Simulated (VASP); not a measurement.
Runs of VASP 6.6.1 on CaSe. The structure is that of space group Fm-3m (No. 225), or close to it. The cells are those of the table. 

```csv
cell,gap on the mesh (eV),pressure (GPa)
"a = 4.181, b = 4.097 Å, angles 60.7, 61.3, 60.7°, 2 atoms",1.73,-2.9
"a = 4.180, b = 4.212 Å, angles 59.8, 59.5, 59.8°, 2 atoms",(c),-2.9
"a = 4.181, b = 4.233 Å, angles 59.6, 59.2, 59.6°, 2 atoms",1.78,-2.9
"a = 4.181, b = 4.243 Å, angles 59.5, 59.0, 59.5°, 2 atoms",1.77,-2.9
"a = 4.180, b = 4.191 Å, angles 59.9, 59.8, 59.9°, 2 atoms",1.85,-2.9
"a = 4.181, b = 4.139 Å, angles 60.3, 60.7, 60.3°, 2 atoms",(b),-2.9
"a = 4.181, b = 4.254 Å, angles 59.4, 58.8, 59.4°, 2 atoms",(a),-2.9
"a = 4.180, b = 4.201 Å, angles 59.8, 59.7, 59.8°, 2 atoms",1.83,-2.9
```

Alike in all rows: task single point; level LDA; potentials or basis VASP PAW LDA potentials, release 64 (Ca_sv, Se); no spin polarisation; k mesh 8 × 8 × 8; cutoff (eV) 520; smearing gaussian 0.05 eV.

Task: Fill in the values left out.

Result: (a) 1.75; (b) 1.80; (c) 1.82.

A k mesh can miss the band edges, and the runs leave out spin-orbit coupling on Se.
